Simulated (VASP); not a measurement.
The system is Mg.

```
CELL_PARAMETERS angstrom
3.20930 0.00000 0.00000
-1.60465 2.77934 0.00000
0.00000 0.00000 5.21030
ATOMIC_POSITIONS crystal
Mg 0.33333 0.66667 0.25000
Mg 0.66667 0.33333 0.75000
```

| Quantity | Value |
| --- | --- |
| Program | VASP 6.6.1 |
| Task | relaxation of cell and atoms |
| Functional | r2SCAN |
| Potentials or basis | VASP PAW PBE potentials, release 64 (Mg) |
| Cutoff | 600 eV |
| k mesh | 9 × 9 × 5 |
| Occupations | methfessel-paxton, width 0.05 eV |
| Spin | no spin polarisation |

At the start: pressure -1.3 GPa; volume 23.24 Å³/atom.

How do energy, volume and symmetry change on relaxing?

Over 3 steps the energy falls by 3.6 meV/atom and the volume is 22.44 Å³/atom (-3.4 %); space group P6_3/mmc (No. 194, to 0.1 Å) before and after.

Step by step:
| step | energy change (eV) | largest force (eV/Å) | pressure (GPa) | volume (Å³) |
| --- | --- | --- | --- | --- |
| 1 | 0.0000 | 0.0000 | -1.34 | 46.47 |
| 2 | -0.0069 | 0.0000 | -0.28 | 45.18 |
| 3 | -0.0072 | 0.0000 | -0.02 | 44.88 |

Final structure:
```
Mg
1.0
     3.16773    0.00000    0.00000
    -1.58387    2.74334    0.00000
     0.00000    0.00000    5.16411
Mg
2
Direct
  0.33333 0.66667 0.25000
  0.66667 0.33333 0.75000
```

Caveat: the PAW data sets were made with another functional, which shifts forces and pressure a little.
